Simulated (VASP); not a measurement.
# GeSe (Pnma) in VASP: a series of runs, part 2 of 2

VASP 6.6.1. Earlier steps stand in the parts before.

## (4) Single point, r2SCAN (uniaxial z strain -2.0%)

POSCAR reads:

```
GeSe
1.0
   11.2394027221      0.0000000000      0.0000000000
    0.0000000000      3.7939968499      0.0000000000
    0.0000000000      0.0000000000      4.5735800585
Ge Se
4 4
Direct
    0.1288933123      0.2500000000      0.1151651646
    0.8711066877      0.7500000000      0.8848348354
    0.3711066877      0.7500000000      0.6151651646
    0.6288933123      0.2500000000      0.3848348354
    0.8501957351      0.2500000000      0.5130254024
    0.1498042649      0.7500000000      0.4869745976
    0.6498042649      0.7500000000      0.0130254024
    0.3501957351      0.2500000000      0.9869745976
```

INCAR.step1 reads:

```
SYSTEM = GeSe
PREC = Accurate ; ENCUT = 550
ISMEAR = 0 ; SIGMA = 0.01
LREAL = .FALSE. ; LASPH = .TRUE.
NELM = 120 ; NBANDS = 50
GGA = PE ; ALGO = Normal
EDIFF = 1E-5 ; LWAVE = .TRUE.
LCHARG = .FALSE. ; GGA_COMPAT = .FALSE.
```

INCAR.step2 reads:

```
SYSTEM = GeSe
PREC = Accurate ; ENCUT = 550
EDIFF = 1E-6 ; ISMEAR = 0
SIGMA = 0.01 ; LREAL = .FALSE.
LASPH = .TRUE. ; NELM = 120
ALGO = Normal ; ISIF = 2
LWAVE = .FALSE. ; LCHARG = .TRUE.
METAGGA = R2SCAN ; LMIXTAU = .TRUE.
LELF = .TRUE. ; LVHAR = .TRUE.
NBANDS = 50 ; ISTART = 1
GGA_COMPAT = .FALSE.
```

KPOINTS reads:

```
regular mesh
0
G
  2 6 6
  0 0 0
```

Potentials or basis: VASP PAW PBE potentials, release 64 (Ge_d, Se).

The run is started by

```console
cat potpaw_PBE.64/Ge_d/POTCAR potpaw_PBE.64/Se/POTCAR > POTCAR
cp INCAR.step1 INCAR
mpirun -np 1 vasp_std > vasp.out
cp INCAR.step2 INCAR
mpirun -np 1 vasp_std > vasp.out
```

OUTCAR:

```text
SYSTEM = GeSe
   PREC = Accurate
   ENCUT = 550
   EDIFF = 1E-6
   ISMEAR = 0
   LREAL = .FALSE.
   LASPH = .TRUE.
   NELM = 120
   ISIF = 2
   METAGGA = R2SCAN
   ISTART = 1

 ion  position               nearest neighbor table
   1  0.129  0.250  0.115-   8 2.56   6 2.56   6 2.56
   2  0.871  0.750  0.885-   7 2.56   5 2.56   5 2.56
   3  0.371  0.750  0.615-   6 2.56   8 2.56   8 2.56
   4  0.629  0.250  0.385-   5 2.56   7 2.56   7 2.56
   5  0.850  0.250  0.513-   4 2.56   2 2.56   2 2.56
   6  0.150  0.750  0.487-   3 2.56   1 2.56   1 2.56
   7  0.650  0.750  0.013-   2 2.56   4 2.56   4 2.56
   8  0.350  0.250  0.987-   1 2.56   3 2.56   3 2.56

  LATTYP: Found a simple orthorhombic cell.
 ALAT       =     3.7939968499
 B/A-ratio  =     1.2054780854
 C/A-ratio  =     2.9624175156

  Lattice vectors:

 A1 = (   0.0000000000,   3.7939968499,   0.0000000000)
 A2 = (   0.0000000000,   0.0000000000,   4.5735800585)
 A3 = (  11.2394027221,   0.0000000000,   0.0000000000)

Analysis of symmetry for initial positions (statically):
=====================================================================
 Subroutine PRICEL returns:
 Original cell was already a primitive cell.

 Routine SETGRP: Setting up the symmetry group for a
 simple orthorhombic supercell.

 Subroutine GETGRP returns: Found  8 space group operations
 (whereof  2 operations were pure point group operations)
 out of a pool of  8 trial point group operations.

The static configuration has the point symmetry S_2 .
 The point group associated with its full space group is D_2h.

Analysis of symmetry for dynamics (positions and initial velocities):
=====================================================================
 Subroutine PRICEL returns:
 Original cell was already a primitive cell.

 Routine SETGRP: Setting up the symmetry group for a
[... 136 lines left out ...]
   IALGO  =     38    algorithm
   IMIX   =      4    mixing-type and parameters
     AMIX     =   0.40;   BMIX     =  1.00
     AMIX_MAG =   1.60;   BMIX_MAG =  1.00
  volume/ion in A,a.u.               =      24.38       164.51
  Fermi-wavevector in a.u.,A,eV,Ry     =   1.216390  2.298643 20.131227  1.479603
  Thomas-Fermi vector in A             =   2.351745
   LORBIT       =      0    0 simple, 1 ext, 2 COOP (PROOUT), +10 PAW based schemes
   METAGGA = R2SCAN    functional components
   LHFCALC =     F    Hartree Fock is set to
   AEXX    =    0.0000 exact exchange contribution
   IVDW    =     0    specifies the selected vdW correction
   LEPSILON=     F    determine dielectric tensor
   LRPA    =     F    only Hartree local field effects (RPA)
 non-spin polarized calculation
 Gauss-broadening in eV      SIGMA  =   0.01
  energy-cutoff  :      550.00
  volume of cell :      195.03
 maximum number of plane-waves:      5736
 NGX is ok and might be reduce to    90
   NGX = 43   NGY = 15   NGZ = 17

 number of electron      79.9999970 magnetization

 Free energy of the ion-electron system (eV)
  ---------------------------------------------------
  ext. energy  EPLUGINS =         0.00000000
  ---------------------------------------------------
  free energy    TOTEN  =      -114.32836358 eV

  energy without entropy =     -114.32836358  energy(sigma->0) =     -114.32836358

 E-fermi :   3.6716     XC(G=0): -10.1963

 val. band max:        3.6142793792   @ k =   0.0000   0.0000   0.0000
 cond. band min:       4.6172851334   @ k =   0.0000   0.0000   0.0000
 fundamental gap:      1.0030057541
 Fermi energy:         3.6716162313

 k-point     1 :       0.0000    0.0000    0.0000
  band No.  band energies     occupation
      1     -21.6023      2.00000
      2     -21.6005      2.00000
      3     -21.5973      2.00000
      4     -21.5967      2.00000
      5     -21.5959      2.00000
      6     -21.5953      2.00000
[... 1261 lines left out ...]
     49       9.4076      0.00000
     50       9.4076      0.00000

 [... further k-points ...]
[... 5 lines left out ...]
  --------------------------------------------------------------------------------------
  -------------------------------------------------------------------------------------
  Total        0.1810246      0.8289239      0.8344012      0.0000000     -0.0000000      0.0000000
  in kB        1.4871392      6.8097119      6.8547087      0.0000000     -0.0000000      0.0000000
  external PRESSURE =       5.0505199 kB  Pullay stress =       0.0000000 kB

 VOLUME and BASIS-vectors are now :
 -----------------------------------------------------------------------------
  energy-cutoff  :      550.00
  volume of cell :      195.03
      direct lattice vectors                 reciprocal lattice vectors
    11.239402722  0.000000000  0.000000000     0.088972699  0.000000000  0.000000000
     0.000000000  3.793996850  0.000000000     0.000000000  0.263574283  0.000000000
     0.000000000  0.000000000  4.573580059     0.000000000  0.000000000  0.218647096

 POSITION                                       TOTAL-FORCE (eV/Angst)
 -----------------------------------------------------------------------------------
      1.44868      0.94850      0.52672        -0.009196      0.000000     -0.014489
      9.79072      2.84550      4.04686         0.009196     -0.000000      0.014489
      4.17102      2.84550      2.81351         0.009196     -0.000000     -0.014489
      7.06839      0.94850      1.76007        -0.009196      0.000000      0.014489
      9.55569      0.94850      2.34636         0.003976      0.000000     -0.006938
      1.68371      2.84550      2.22722        -0.003976      0.000000      0.006938
      7.30341      2.84550      0.05957        -0.003976      0.000000     -0.006938
      3.93599      0.94850      4.51401         0.003976      0.000000      0.006938
 -----------------------------------------------------------------------------------
    total drift:                                0.000000     -0.000000     -0.000000

  FREE ENERGIE OF THE ION-ELECTRON SYSTEM (eV)
  ---------------------------------------------------
  free  energy   TOTEN  =      -114.3283635811 eV

  energy  without entropy=     -114.3283635811  energy(sigma->0) =     -114.32836358
```

OUTCAR.step1:

```text
SYSTEM = GeSe
   PREC = Accurate
   ENCUT = 550
   ISMEAR = 0
   LREAL = .FALSE.
   LASPH = .TRUE.
   NELM = 120
[... 1520 lines left out ...]
      1.68371      2.84550      2.22722        -0.152712     -0.000000      0.213404
      7.30341      2.84550      0.05957        -0.152712     -0.000000     -0.213404
      3.93599      0.94850      4.51401         0.152712     -0.000000      0.213404
 -----------------------------------------------------------------------------------
    total drift:                                0.000000     -0.000000     -0.000000

  FREE ENERGIE OF THE ION-ELECTRON SYSTEM (eV)
  ---------------------------------------------------
  free  energy   TOTEN  =       -33.8069292242 eV

  energy  without entropy=      -33.8069292242  energy(sigma->0) =      -33.80692922
```

OSZICAR.step1:

```text
N       E                     dE             d eps       ncg     rms          rms(c)
DAV:   1     0.929453947839E+03    0.92945E+03   -0.37400E+04  4074   0.342E+03
DAV:   2     0.151801783316E+03   -0.77765E+03   -0.74374E+03  3200   0.959E+02
DAV:   3    -0.190138098822E+02   -0.17082E+03   -0.16276E+03  3716   0.229E+02
DAV:   4    -0.336806723559E+02   -0.14667E+02   -0.14382E+02  3816   0.734E+01
DAV:   5    -0.341519802493E+02   -0.47131E+00   -0.46882E+00  3728   0.136E+01    0.692E+00
DAV:   6    -0.338235485461E+02    0.32843E+00   -0.61827E-01  4432   0.434E+00    0.431E+00
DAV:   7    -0.338097984133E+02    0.13750E-01   -0.31169E-01  4100   0.201E+00    0.103E+00
DAV:   8    -0.338062632046E+02    0.35352E-02   -0.31940E-02  4284   0.133E+00    0.241E-01
DAV:   9    -0.338068253047E+02   -0.56210E-03   -0.48979E-03  3814   0.491E-01    0.861E-02
DAV:  10    -0.338068922308E+02   -0.66926E-04   -0.40892E-04  3704   0.102E-01    0.359E-02
DAV:  11    -0.338069331632E+02   -0.40932E-04   -0.59315E-05  3176   0.509E-02    0.127E-02
DAV:  12    -0.338069292242E+02    0.39390E-05   -0.10131E-05  2260   0.200E-02
   1 F= -.33806929E+02 E0= -.33806929E+02  d E =-.293732E-29
```

Run time: 7.6 min. Hardware: 1 thread of Intel Xeon 6975P-C (Granite Rapids), shared host; peak memory 0.5 GiB.

What came out:

| Item | Value |
| --- | --- |
| Free energy | -114.3284 eV |
| Pressure | 0.5 GPa |
| Largest force | 0.017 eV/Å |
| Band gap on the k mesh | 1.00 eV |

Forces on the atoms (eV/Å):
```
Ge  -0.009  0.000 -0.014
Ge   0.009  0.000  0.014
Ge   0.009  0.000 -0.014
Ge  -0.009  0.000  0.014
Se   0.004  0.000 -0.007
Se  -0.004  0.000  0.007
Se  -0.004  0.000 -0.007
Se   0.004  0.000  0.007
```

Stress tensor (GPa, compression positive):
```
0.15 0.00 0.00
0.00 0.68 0.00
0.00 0.00 0.69
```

Caveat: the cell differs from its parent crystal (uniaxial z strain -2.0%); the PAW data sets were made with another functional, which shifts forces and pressure a little.

## (5) Overview

| cell | gap on the mesh (eV) | pressure (GPa) | largest force (eV/Å) |
| --- | --- | --- | --- |
| a = 11.239, b = 3.794, c = 4.807 Å, 8 atoms, atomic positions A | 1.22 | -0.6 | 0.01 |
| a = 11.239, b = 3.794, c = 4.667 Å, 8 atoms, atomic positions B | 1.11 | 0.0 | 0.01 |
| a = 11.239, b = 3.794, c = 4.574 Å, 8 atoms, atomic positions C | 1.00 | 0.5 | 0.02 |

Alike in all rows: task single point; level r2SCAN; potentials or basis VASP PAW PBE potentials, release 64 (Ge_d, Se); no spin polarisation; k mesh 2 × 6 × 6; cutoff (eV) 550; smearing gaussian 0.01 eV.

Caveats: the PAW data sets were made with another functional, which shifts forces and pressure a little.

Total energies depend on the potentials used, so only differences within one code and one set of settings carry meaning.
